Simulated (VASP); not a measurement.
# Mg3Te (I4/mmm) in VASP: further runs, part 2 of 2

VASP 6.6.1. Earlier steps stand in the parts before.

### 3 Single point, PBEsol (volume scaled by 1.04)

Input file INCAR:

```
PREC = Accurate
ENCUT = 520
EDIFF = 1E-7
ISMEAR = -1
SIGMA = 0.05
LREAL = F
LASPH = T
NELM = 60
ALGO = Fast
ISIF = 2
LWAVE = F
LCHARG = F
GGA = PS
NBANDS = 14
```

Input file KPOINTS:

```
regular mesh
0
Gamma
  9 9 9
```

Input file POSCAR:

```
Mg3Te
1.0
   -2.1675127022      2.1675127022      5.3520023928
    2.1675127022     -2.1675127022      5.3520023928
    2.1675127022      2.1675127022     -5.3520023928
Te Mg
1 3
Direct
    0.0000000000      0.0000000000      0.0000000000
    0.2500000000      0.7500000000      0.5000000000
    0.7500000000      0.2500000000      0.5000000000
    0.5000000000      0.5000000000      0.0000000000
```

Potentials or basis: VASP PAW PBE potentials, release 64 (Te, Mg).

Launch:

```bash
$ cat potpaw_PBE.64/Te/POTCAR potpaw_PBE.64/Mg/POTCAR > POTCAR
$ mpirun -np 1 vasp_std > vasp.out
```

OUTCAR:

```text
PREC = Accurate
   ENCUT = 520
   EDIFF = 1E-7
   ISMEAR = -1
   LREAL = F
   LASPH = T
   NELM = 60
   ISIF = 2
   GGA = PS

 ion  position               nearest neighbor table
   1  0.000  0.000  0.000-   4 3.07   4 3.07   4 3.07   4 3.07   3 3.44   2 3.44   3 3.44   2 3.44
                             3 3.44   3 3.44   2 3.44   2 3.44
   2  0.250  0.750  0.500-   3 3.07   3 3.07   3 3.07   3 3.07   4 3.44   1 3.44   4 3.44   4 3.44
                             1 3.44   1 3.44   4 3.44   1 3.44
   3  0.750  0.250  0.500-   2 3.07   2 3.07   2 3.07   2 3.07   4 3.44   1 3.44   4 3.44   1 3.44
                             4 3.44   4 3.44   1 3.44   1 3.44
   4  0.500  0.500  0.000-   1 3.07   1 3.07   1 3.07   1 3.07   3 3.44   2 3.44   3 3.44   3 3.44
                             2 3.44   2 3.44   3 3.44   2 3.44

  LATTYP: Found a body centered tetragonal cell.
 ALAT       =     4.3350254044
 C/A-ratio  =     2.4691907860

  Lattice vectors:

 A1 = (  -2.1675127022,   2.1675127022,   5.3520023928)
 A2 = (   2.1675127022,  -2.1675127022,   5.3520023928)
 A3 = (   2.1675127022,   2.1675127022,  -5.3520023928)

Analysis of symmetry for initial positions (statically):
=====================================================================
 Subroutine PRICEL returns:
 Original cell was already a primitive cell.

 Routine SETGRP: Setting up the symmetry group for a
 body centered tetragonal supercell.

 Subroutine GETGRP returns: Found 16 space group operations
 (whereof 16 operations were pure point group operations)
 out of a pool of 16 trial point group operations.

The static configuration has the point symmetry D_4h.

Analysis of symmetry for dynamics (positions and initial velocities):
=====================================================================
 Subroutine PRICEL returns:
 Original cell was already a primitive cell.

 Routine SETGRP: Setting up the symmetry group for a
 body centered tetragonal supercell.

 Subroutine GETGRP returns: Found 16 space group operations
[... 140 lines left out ...]
  energy-cutoff  :      520.00
  volume of cell :      100.58
 maximum number of plane-waves:      2734
 NGX is ok and might be reduce to    48
   NGX = 23   NGY = 23   NGZ = 23

 number of electron      12.0000000 magnetization

 Free energy of the ion-electron system (eV)
  ---------------------------------------------------
  ext. energy  EPLUGINS =         0.00000000
  ---------------------------------------------------
  free energy    TOTEN  =        -9.36871791 eV

  energy without entropy =       -9.34804194  energy(sigma->0) =       -9.35837993

 E-fermi :   4.1885     XC(G=0):  -8.8630

 val. band max:        4.1883769968   @ k =  -0.1111  -0.2222   0.1111
 cond. band min:       4.1907170502   @ k =  -0.1111  -0.1111   0.1111
 fundamental gap:      0.0023400534
 Fermi energy:         4.1885105735

 k-point     1 :       0.0000    0.0000    0.0000
  band No.  band energies     occupation
      1      -7.9045      2.00000
      2      -0.0904      2.00000
      3       0.1388      2.00000
      4       1.6351      2.00000
      5       1.6351      2.00000
      6       4.3770      0.04506
      7       5.4053      0.00000
      8       5.7389      0.00000
      9       5.7389      0.00000
     10       5.9929      0.00000
     11       7.5930      0.00000
     12      10.4456      0.00000
     13      10.4456      0.00000
     14      10.7751      0.00000
[... 377 lines left out ...]
      1      -7.1182      2.00000
      2      -0.7592      2.00000
      3      -0.5109      2.00000
      4       0.5135      2.00000
      5       1.8844      2.00000
      6       2.8796      2.00000
      7       4.0954      1.73101
      8       4.8484      0.00000
      9       5.5055      0.00000
     10       6.1444      0.00000
     11       9.1980      0.00000
     12       9.9948      0.00000
     13      11.7802      0.00000
     14      12.1787      0.00000

 [... further k-points ...]

------------------------ aborting loop because EDIFF is reached ----------------------------------------

  FORCE on cell =-STRESS in cart. coord.  units (eV):
  Direction    XX          YY          ZZ          XY          YZ          ZX
  --------------------------------------------------------------------------------------
  -------------------------------------------------------------------------------------
  Total       -1.5327397     -1.5327397     -1.4026667      0.0000000     -0.0000000      0.0000000
  in kB      -24.4162749    -24.4162749    -22.3442346      0.0000000     -0.0000000      0.0000000
  external PRESSURE =     -23.7255948 kB  Pullay stress =       0.0000000 kB

 VOLUME and BASIS-vectors are now :
 -----------------------------------------------------------------------------
  energy-cutoff  :      520.00
  volume of cell :      100.58
      direct lattice vectors                 reciprocal lattice vectors
    -2.167512702  2.167512702  5.352002393     0.000000000  0.230679156  0.093422978
     2.167512702 -2.167512702  5.352002393     0.230679156  0.000000000  0.093422978
     2.167512702  2.167512702 -5.352002393     0.230679156  0.230679156  0.000000000

 POSITION                                       TOTAL-FORCE (eV/Angst)
 -----------------------------------------------------------------------------------
      0.00000      0.00000      0.00000         0.000000     -0.000000     -0.000000
      2.16751      0.00000      2.67600        -0.000000      0.000000     -0.000000
      0.00000      2.16751      2.67600         0.000000      0.000000      0.000000
      0.00000      0.00000      5.35200         0.000000     -0.000000     -0.000000
 -----------------------------------------------------------------------------------
    total drift:                                0.000000     -0.000000     -0.000000

  FREE ENERGIE OF THE ION-ELECTRON SYSTEM (eV)
  ---------------------------------------------------
  free  energy   TOTEN  =        -9.3687179133 eV

  energy  without entropy=       -9.3480419391  energy(sigma->0) =       -9.35837993
```

OSZICAR:

```text
N       E                     dE             d eps       ncg     rms          rms(c)
DAV:   1     0.168445778038E+02    0.16845E+02   -0.37642E+03  2100   0.631E+02
DAV:   2    -0.797149967038E+01   -0.24816E+02   -0.23140E+02  2692   0.839E+01
DAV:   3    -0.949810965871E+01   -0.15266E+01   -0.15106E+01  2762   0.180E+01
DAV:   4    -0.951466157453E+01   -0.16552E-01   -0.16546E-01  2440   0.242E+00
DAV:   5    -0.951489091786E+01   -0.22934E-03   -0.22934E-03  2798   0.309E-01    0.571E+00
RMM:   6    -0.940336655678E+01    0.11152E+00   -0.77800E-02  2105   0.971E-01    0.332E+00
RMM:   7    -0.937306522051E+01    0.30301E-01   -0.43128E-02  2148   0.813E-01    0.647E-01
RMM:   8    -0.936876058314E+01    0.43046E-02   -0.51850E-03  2250   0.350E-01    0.543E-02
RMM:   9    -0.936871345986E+01    0.47123E-04   -0.44121E-04  2476   0.130E-01    0.418E-02
RMM:  10    -0.936871863531E+01   -0.51755E-05   -0.99055E-05  2579   0.548E-02    0.387E-02
RMM:  11    -0.936871773268E+01    0.90263E-06   -0.10224E-05  2565   0.215E-02    0.419E-03
RMM:  12    -0.936871784661E+01   -0.11392E-06   -0.20943E-06  2605   0.992E-03    0.676E-03
RMM:  13    -0.936871808459E+01   -0.23798E-06   -0.56915E-07  2418   0.501E-03    0.234E-02
RMM:  14    -0.936871788623E+01    0.19836E-06   -0.19256E-07  2017   0.231E-03    0.448E-03
RMM:  15    -0.936871791334E+01   -0.27112E-07   -0.31884E-08  1518   0.117E-03
   1 F= -.93687179E+01 E0= -.93583799E+01  d E =-.206760E-01
```

stdout:

```text
POSCAR found type information on POSCAR TeMg
 POSCAR found :  2 types and       4 ions
 scaLAPACK will be used
 -----------------------------------------------------------------------------
|                                                                             |
|                                                                             |
|     You enforced a specific xc type in the INCAR file but a different       |
|     I HOPE YOU KNOW WHAT YOU ARE DOING!                                     |
|                                                                             |
 -----------------------------------------------------------------------------

 LDA part: xc-table for (Slater+PW92), standard interpolation
 POSCAR, INCAR and KPOINTS ok, starting setup
 FFT: planning ... GRIDC
 FFT: planning ... GRID_SOFT
 FFT: planning ... GRID
 WAVECAR not read
 entering main loop
```

Wall time 8 min (1 thread of AMD EPYC 7R13, shared host); peak memory 0.35 GiB.

Results:

```yaml
Free_energy: -9.3687 eV
Pressure: -2.4 GPa
Band_gap_on_the_k_mesh: zero (band 6 reaches 4.52 eV, above the bottom of band 7 at 3.27 eV)
```

Levels at points of the mesh, in eV from the Fermi level:
| k point | band 4 | band 5 | band 6 | band 7 | band 8 | band 9 |
| --- | --- | --- | --- | --- | --- | --- |
| (0.00, 0.00, 0.00) | -2.55 | -2.55 | 0.19 | 1.22 | 1.55 | 1.55 |

Caveat: the PAW data sets were made with another functional, which shifts forces and pressure a little; spin-orbit coupling is left out, which moves the levels of the heavy elements.
